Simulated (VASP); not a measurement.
Write the native input for VASP 6.6.1 that does the following.

* Task: single point
* Functional: PBEsol
* Potentials or basis: VASP PAW PBE potentials, release 64 (B, N)
* Cutoff: 520 eV
* k mesh: 12 × 12 × 4
* Occupations: gaussian, width 0.05 eV
* Spin: no spin polarisation
* Dipole correction: no
* Further INCAR settings: ALGO = Normal; EDIFF = 1e-06; NBANDS = 16

The structure of BN lies in POSCAR:

```
BN
1.0
    2.5037762085      0.0000000000      0.0000000000
   -1.2518881043      2.1683338019      0.0000000000
    0.0000000000      0.0000000000      7.0340971178
B N
2 2
Direct
    0.3061743565      0.6666666667      0.2384562299
    0.6667144629      0.3333333333      0.7615437701
    0.3332913462      0.6666666667      0.7614071840
    0.6876318966      0.3333333333      0.2385928160
```

This cell differs from its parent crystal: atoms displaced along a vibrational mode.

These files were run (other wordings do the same):

INCAR

```
SYSTEM = BN
ALGO = Normal
EDIFF = 1E-6
ENCUT = 520
GGA = PS
ISIF = 2
ISMEAR = 0
LASPH = .True.
LCHARG = .True.
LELF = .True.
LREAL = .False.
LVHAR = .True.
LWAVE = .False.
NBANDS = 16
NELM = 60
PREC = Accurate
SIGMA = 0.05
```

KPOINTS

```
k-points
0
Gamma
  12 12 4
  0 0 0
```

Potentials or basis: VASP PAW PBE potentials, release 64 (B, N).

The run is started by

```console
$ cat potpaw_PBE.64/B/POTCAR potpaw_PBE.64/N/POTCAR > POTCAR
$ mpirun -np 1 vasp_std > vasp.out
```

It gave:

- Pressure: 3.1 GPa
- Largest force: 5.171 eV/Å
- Band gap on the k mesh: 3.85 eV (least direct gap 4.34 eV)

Caveat: the cell differs from its parent crystal (atoms displaced along a vibrational mode); the cell stands under pressure; the PAW data sets were made with another functional, which shifts forces and pressure a little.

Wall time 3.3 min on 1 thread of Intel Xeon 8259CL, on a shared host, peak memory 0.27 GiB.
